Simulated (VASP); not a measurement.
Write the native input for VASP 6.6.1 that does the following.

```yaml
Task: single point
Functional: PBE
Potentials_or_basis: VASP PAW PBE potentials, release 64 (C)
Cutoff: 520 eV
k_mesh: 30 × 30 × 1
Occupations: gaussian, width 0.05 eV
Spin: no spin polarisation
Dipole_correction: no
Further_INCAR_settings: ALGO = Normal; EDIFF = 1e-06; NBANDS = 11; NELMDL = -8
```

The structure of C lies in POSCAR:

```
C
1.0
    2.4560526900      0.0000000000      0.0000000000
   -1.2280263500      2.1270040300      0.0000000000
    0.0000000000      0.0000000000     13.0535521700
C
2
Direct
    0.6666666700      0.3333333300      0.4979487500
    0.3333333300      0.6666666700      0.5020512500
```

One way to write it, as run:

INCAR

```
  PREC = Accurate
  ENCUT = 520
  EDIFF = 1E-6
  ISMEAR = 0
  SIGMA = 0.05
  LREAL = False
  LASPH = True
  NELM = 120
  ALGO = Normal
  ISIF = 2
  LWAVE = False
  LCHARG = False
  GGA = PE
  NBANDS = 11
  GGA_COMPAT = False
  NELMDL = -8
```

KPOINTS

```
regular mesh
0
Gamma
  30 30 1
```

Potentials or basis: VASP PAW PBE potentials, release 64 (C).

Run with:

```bash
$ cat potpaw_PBE.64/C/POTCAR > POTCAR
$ mpirun -np 1 vasp_std > vasp.out
```

It gave:

```
Largest force          : 0.896 eV/Å
Band gap on the k mesh : zero (filled and empty bands touch)
```

Caveat: there is no dipole correction, which matters where the two faces differ.

Wall time 2.5 min on 1 thread of Intel Xeon 8259CL, with other jobs on the host, peak memory 0.2 GiB.
